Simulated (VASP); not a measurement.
Input of a VASP 6.6.1 run:

File INCAR:

```
ALGO     = Fast           # electronic algorithm
EDIFF    = 1E-6           # SCF threshold, eV
ENCUT    = 520            # plane-wave cutoff, eV
GGA      = PS             # functional
ISIF     = 2              # what is computed and relaxed
ISMEAR   = 0              # smearing method
LASPH    = T              # aspherical terms in the spheres
LCHARG   = F              # write CHGCAR
LREAL    = F              # projectors in reciprocal space
LWAVE    = F              # write WAVECAR
NBANDS   = 13             # bands
NELM     = 60             # most SCF steps
PREC     = Accurate       # precision mode
SIGMA    = 0.1            # smearing width, eV
```

Contents of KPOINTS:

```
k-points
0
Gamma
  21 21 18
```

File POSCAR:

```
Sn
1.0
    3.2101237854      0.0000000000      0.0000000000
   -1.6050618927      2.7800487474      0.0000000000
    0.0000000000      0.0000000000      3.0105022406
Sn
1
Direct
    0.0000000000      0.0000000000      0.0000000000
```

Potentials or basis: VASP PAW PBE potentials, release 64 (Sn_d).

Command:

```bash
$ cat potpaw_PBE.64/Sn_d/POTCAR > POTCAR
$ mpirun -np 1 vasp_std > vasp.out
```

Problem. Estimate the band gap on the k mesh.

Solution. Zero (bands 7 and 8 overlap by 8.48 eV).

Problem. What does it give for the pressure?

Solution. 0.0 GPa.

Caveat: the PAW data sets were made with another functional, which shifts forces and pressure a little; spin-orbit coupling is left out, which moves the levels of the heavy elements.
